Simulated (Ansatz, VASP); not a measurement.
# O in VASP and in Ansatz

The input INCAR:

```
SYSTEM = O
PREC = Accurate
ENCUT = 520
EDIFF = 1E-7
ISMEAR = -1
SIGMA = 0.01
LREAL = .FALSE.
LASPH = .TRUE.
NELM = 150
ALGO = Normal
ISIF = 2
LWAVE = .FALSE.
LCHARG = .FALSE.
ISPIN = 2
MAGMOM = 1 1
LORBIT = 11
GGA = RP
IBRION = 2
NSW = 80
EDIFFG = -0.01
```

File KPOINTS:

```
regular mesh
0
G
  1 1 1
  0 0 0
```

Contents of POSCAR:

```
O
1.0
   12.0000000000      0.0000000000      0.0000000000
    0.0000000000     12.3000000000      0.0000000000
    0.0000000000      0.0000000000     12.6000000000
O
2
Direct
    0.5000000000      0.5000000000      0.4515873016
    0.5000000000      0.5000000000      0.5484126984
```

Input for Ansatz:

```yaml
crystal:
  lattice:
    - [12.0, 0.0, 0.0]
    - [0.0, 12.3, 0.0]
    - [0.0, 0.0, 12.6]
  atoms:
    - { symbol: O, position: [0.5, 0.5, 0.4515873016], spin: 1.0 }
    - { symbol: O, position: [0.5, 0.5, 0.5484126984], spin: 1.0 }
hamiltonian:
  xc: rpbe
  pseudopotentials:
    kind: paw
    azcp:
      O: "pseudopotentials/O.paw.azcp"
basis:
  ecutwfc: 420
  fft_grid_basis: typed
kpoints:
  mp_grid: { grid: [1, 1, 1], shift: [0, 0, 0] }
magnetization:
  spin_polarized: true
scf:
  occupations: { method: fermi_dirac, width: 0.01 }
relax:
  max_steps: 60
  f_tol: 0.01
```

Alike in both runs: task relaxation of the atoms; functional RPBE; k mesh 1 × 1 × 1; occupations fermi-dirac, width 0.01 eV; collinear spin.

|  | VASP | Ansatz |
| --- | --- | --- |
| version | VASP 6.6.1 | Ansatz 0.2.0 |
| potentials or method | VASP PAW PBE potentials, release 64 (O), cutoff 520 eV | plane waves (420 eV) with PAW, scalar-relativistic |
| valence electrons in the cell | 12 | 12 |

|  | VASP | Ansatz | Ansatz less VASP |
| --- | --- | --- | --- |
| net moment per atom (μB) | 1.00 | 1.00 | 0.000 |
| size of the moment on the site where the two differ most (μB) | 0.81 | 0.56 | -0.250 |

VASP's potentials were made for PBE, not for RPBE. Site moments also hang on the region over which each program counts them. Ansatz's warnings: end state compared.

Noted on VASP's run: the standard files for N, O and F lose accuracy on very short bonds.
